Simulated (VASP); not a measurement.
# As (Cmce) in VASP: relaxation of shape and atoms at fixed volume with PBE+D3(BJ)

Aim: the relaxation of shape and atoms at fixed volume of As with PBE+D3(BJ).

All numbers are computed with VASP 6.6.1; they aren't measurements. Logs are shortened: lines on timing, memory, paths and dates and some standing lists are left out, and cuts for length are marked.

## (1) The cell of the first run

It takes space group Cmce (No. 64, orthorhombic). The conventional cell has a = 3.698 Å, b = 10.720 Å, c = 4.256 Å, α = 90.00°, β = 90.00°, γ = 90.00°. Within 3.2 Å of As (site symmetry m) lie 5 As at 2.46 to 3.19 Å.

## (2) Relaxation of shape and atoms at fixed volume, PBE+D3(BJ) (21.09 Å³/atom)

The input, INCAR:

```
SYSTEM = As
  PREC = Accurate
  ENCUT = 500
  EDIFF = 1E-7
  ISMEAR = 0
  SIGMA = 0.1
  LREAL = .FALSE.
  LASPH = .TRUE.
  NELM = 120
  ALGO = Normal
  ISIF = 4
  LWAVE = .FALSE.
  LCHARG = .FALSE.
  GGA = PE
  IVDW = 12
  IBRION = 2
  NSW = 50
  EDIFFG = -0.01
  GGA_COMPAT = .FALSE.
  NELMIN = 4
```

The input, KPOINTS:

```
Automatic mesh
0
G
  12 12 10
  0 0 0
```

The input, POSCAR:

```
As
1.0
    1.8491866860     -5.3600581139      0.0000000000
    1.8491866860      5.3600581139      0.0000000000
    0.0000000000      0.0000000000      4.2555408802
As
4
Direct
    0.1126485202      0.8873514798      0.0555641026
    0.6126485202      0.3873514798      0.4444358974
    0.8873514798      0.1126485202      0.9444358974
    0.3873514798      0.6126485202      0.5555641026
```

Potentials or basis: VASP PAW PBE potentials, release 64 (As).

Started as:

```console
$ cat potpaw_PBE.64/As/POTCAR > POTCAR
$ mpirun -np 1 vasp_std > vasp.out
```

OUTCAR:

```text
SYSTEM = As
   PREC = Accurate
   ENCUT = 500
   EDIFF = 1E-7
   ISMEAR = 0
   LREAL = .FALSE.
   LASPH = .TRUE.
   NELM = 120
   ISIF = 4
   GGA = PE
   IVDW = 12
   IBRION = 2
   NSW = 50
   EDIFFG = -0.01
   NELMIN = 4
 IVDW          = 12

 ion  position               nearest neighbor table
   1  0.113  0.887  0.056-   3 2.46   2 2.48   2 2.48
   2  0.613  0.387  0.444-   4 2.46   1 2.48   1 2.48
   3  0.887  0.113  0.944-   1 2.46   4 2.48   4 2.48
   4  0.387  0.613  0.556-   2 2.46   3 2.48   3 2.48

  LATTYP: Found a base centered orthorhombic cell.
 ALAT       =     3.6983733720
 B/A-ratio  =     2.8986030207
 C/A-ratio  =     1.1506520441

  Lattice vectors:

 A1 = (   1.8491866860,  -5.3600581139,   0.0000000000)
 A2 = (   1.8491866860,   5.3600581139,   0.0000000000)
 A3 = (   0.0000000000,   0.0000000000,   4.2555408802)

Analysis of symmetry for initial positions (statically):
=====================================================================
 Subroutine PRICEL returns:
 Original cell was already a primitive cell.

 Routine SETGRP: Setting up the symmetry group for a
 base centered orthorhombic supercell.

 Subroutine GETGRP returns: Found  8 space group operations
 (whereof  4 operations were pure point group operations)
 out of a pool of  8 trial point group operations.

The static configuration has the point symmetry C_2h.
 The point group associated with its full space group is D_2h.

Analysis of symmetry for dynamics (positions and initial velocities):
=====================================================================
 Subroutine PRICEL returns:
 Original cell was already a primitive cell.

 Routine SETGRP: Setting up the symmetry group for a
 base centered orthorhombic supercell.

 Subroutine GETGRP returns: Found  8 space group operations
 (whereof  4 operations were pure point group operations)
 out of a pool of  8 trial point group operations.

The dynamic configuration has the point symmetry C_2h.
 The point group associated with its full space group is D_2h.

 Subroutine INISYM returns: Found  8 space group operations
 (whereof  4 operations are pure point group operations),
 and found     1 'primitive' translations

----------------------------------------------------------------------------------------

                                     Primitive cell

  volume of cell :      84.3597

  direct lattice vectors                    reciprocal lattice vectors
     1.849186686 -5.360058114  0.000000000     0.270389141 -0.093282571  0.000000000
     1.849186686  5.360058114  0.000000000     0.270389141  0.093282571  0.000000000
     0.000000000  0.000000000  4.255540880     0.000000000  0.000000000  0.234987756

[... 86 lines left out ...]
   NELM   =    120;   NELMIN=  4; NELMDL= -5     # of ELM steps
   EDIFF  = 0.1E-06   stopping-criterion for ELM
   LREAL  =      F    real-space projection
   EDIFFG = -.1E-01   stopping-criterion for IOM
   NSW    =     50    number of steps for IOM
   IBRION =      2    ionic relax: 0-MD 1-quasi-New 2-CG
   NFREE  =      1    steps in history (QN), initial steepest desc. (CG)
   ISIF   =      4    stress and relaxation
   ISYM   =      2    0-nonsym 1-usesym 2-fastsym
   POTIM  = 0.5000    time-step for ionic-motion
   TEBEG  =    0.0;   TEEND  =   0.0 temperature during run
   PSTRESS=    0.0 pullay stress
   NELECT =      20.0000    total number of electrons
   NUPDOWN=      -1.0000    fix difference up-down
   EMIN   =  10.00;   EMAX   =-10.00  energy-range for DOS
   EFERMI =   0.00;   METHOD = LEGACY
   ISMEAR =     0;   SIGMA  =   0.10  broadening in eV -4-tet -1-fermi 0-gaus
   EFERMI_NEDOS =   21; number of points for ismear=-14 and -15
   IALGO  =     38    algorithm
   IMIX   =      4    mixing-type and parameters
     AMIX     =   0.40;   BMIX     =  1.00
     AMIX_MAG =   1.60;   BMIX_MAG =  1.00
  volume/ion in A,a.u.               =      21.09       142.32
  Fermi-wavevector in a.u.,A,eV,Ry     =   1.013226  1.914720 13.968118  1.026628
  Thomas-Fermi vector in A             =   2.146383
   LORBIT       =      0    0 simple, 1 ext, 2 COOP (PROOUT), +10 PAW based schemes
   GGA     = PE    functional components
   LHFCALC =     F    Hartree Fock is set to
   AEXX    =    0.0000 exact exchange contribution
   IVDW    =    12    specifies the selected vdW correction
   LEPSILON=     F    determine dielectric tensor
   LRPA    =     F    only Hartree local field effects (RPA)
 conjugate gradient relaxation of ions
 non-spin polarized calculation
 Gauss-broadening in eV      SIGMA  =   0.10
  energy-cutoff  :      500.00
  volume of cell :       84.36
 maximum number of plane-waves:      2170
 NGX is ok and might be reduce to    42
   NGX = 21   NGY = 21   NGZ = 15

--------------------------------------- Ionic step        1  -------------------------------------------

 number of electron      20.0000000 magnetization

 Free energy of the ion-electron system (eV)
  ---------------------------------------------------
  ext. energy  EPLUGINS =         0.00000000
  ---------------------------------------------------
  free energy    TOTEN  =       -18.43929249 eV

  energy without entropy =      -18.43798301  energy(sigma->0) =      -18.43863775

------------------------ aborting loop because EDIFF is reached ----------------------------------------

 Edisp (eV)   -1.71085

 E8    (eV) :    -0.7235
[... 201 lines left out ...]
--------------------------------------- Ionic step        6  -------------------------------------------

 number of electron      20.0000002 magnetization

 Free energy of the ion-electron system (eV)
  ---------------------------------------------------
  ext. energy  EPLUGINS =         0.00000000
  ---------------------------------------------------
  free energy    TOTEN  =       -18.45438420 eV

  energy without entropy =      -18.45292852  energy(sigma->0) =      -18.45365636

 E-fermi :   5.3239     XC(G=0): -10.0862

 val. band max:        5.3157361850   @ k =   0.5000   0.5000   0.0000
 cond. band min:       5.3417340612   @ k =  -0.4167   0.4167   0.0000
 fundamental gap:      0.0259978762
 Fermi energy:         5.3239217239

 k-point     1 :       0.0000    0.0000    0.0000
  band No.  band energies     occupation
      1      -9.5666      2.00000
      2      -6.4846      2.00000
      3      -3.6978      2.00000
      4      -0.9945      2.00000
      5      -0.4628      2.00000
      6       1.0358      2.00000
      7       1.9823      2.00000
      8       2.9489      2.00000
      9       3.3799      2.00000
     10       4.4877      2.00000
     11       7.4132      0.00000
     12       7.9134      0.00000
     13       7.9729      0.00000
     14       9.1318      0.00000
[... 377 lines left out ...]
      1      -8.7112      2.00000
      2      -6.5812      2.00000
      3      -4.8411      2.00000
      4      -2.1450      2.00000
      5       0.6636      2.00000
      6       1.5106      2.00000
      7       2.1079      2.00000
      8       2.9433      2.00000
      9       3.2886      2.00000
     10       4.5654      2.00000
     11       6.2873      0.00000
     12       7.3725      0.00000
     13       7.5364      0.00000
     14       8.8496      0.00000

 [... further k-points ...]

------------------------ aborting loop because EDIFF is reached ----------------------------------------

 Edisp (eV)   -1.71112

 E8    (eV) :    -0.7235
[... 27 lines left out ...]
  FREE ENERGIE OF THE ION-ELECTRON SYSTEM (eV)
  ---------------------------------------------------
  free  energy   TOTEN  =       -20.1655006238 eV

  energy  without entropy=      -20.1640449395  energy(sigma->0) =      -20.16477278

 reached required accuracy - stopping structural energy minimisation
```

CONTCAR:

```text
As
   1.00000000000000
     1.8702206087587836   -5.3469355036174493   -0.0000000000000000
     1.8702206087587836    5.3469355036174493    0.0000000000000000
     0.0000000000000000   -0.0000000000000000    4.2180064469571388
  As
     4
Direct
     0.1143932258025388    0.8856067741974613    0.0520118831646146
     0.6143932258025387    0.3856067741974611    0.4479881168353854
     0.8856067741974613    0.1143932258025388    0.9479881168353854
     0.3856067741974611    0.6143932258025387    0.5520118831646146

  0.00000000E+00  0.00000000E+00  0.00000000E+00
  0.00000000E+00  0.00000000E+00  0.00000000E+00
  0.00000000E+00  0.00000000E+00  0.00000000E+00
  0.00000000E+00  0.00000000E+00  0.00000000E+00
```

It took 6.7 min on 1 thread of Intel Xeon 6975P-C (Granite Rapids), shared host; peak memory 0.41 GiB.

Results:

```
Free energy                  : -20.1655 eV
Energy gained by relaxing    : 3.8 meV/atom
Ionic steps                  : 6
Pressure after relaxing      : 1.1 GPa
Largest force after relaxing : 0.010 eV/Å
Band gap on the k mesh       : zero (bands 10 and 11 overlap by 0.52 eV)
Dispersion energy per atom   : -0.428 eV
```

Forces in eV/Å, atoms in the order of the input:
```
As   0.000  0.008 -0.005
As   0.000  0.008  0.005
As   0.000 -0.008  0.005
As   0.000 -0.008 -0.005
```

Stress tensor (GPa, compression positive):
```
1.15 0.00 0.00
0.00 1.20 0.00
0.00 0.00 1.08
```

The path:
```tsv
step	energy change (eV)	largest force (eV/Å)	pressure (GPa)	volume (Å³)
1	0.0000	0.3004	2.72	84.36
2	-0.0118	0.0945	1.82	84.36
3	-0.0132	0.0229	1.36	84.36
4	-0.0146	0.0268	1.24	84.36
5	-0.0147	0.0409	1.21	84.36
6	-0.0154	0.0095	1.14	84.36
```

Final structure:
```
As
1.0
     1.87022   -5.34694    0.00000
     1.87022    5.34694    0.00000
     0.00000    0.00000    4.21801
As
4
Direct
  0.11439 0.88561 0.05201
  0.61439 0.38561 0.44799
  0.88561 0.11439 0.94799
  0.38561 0.61439 0.55201
```
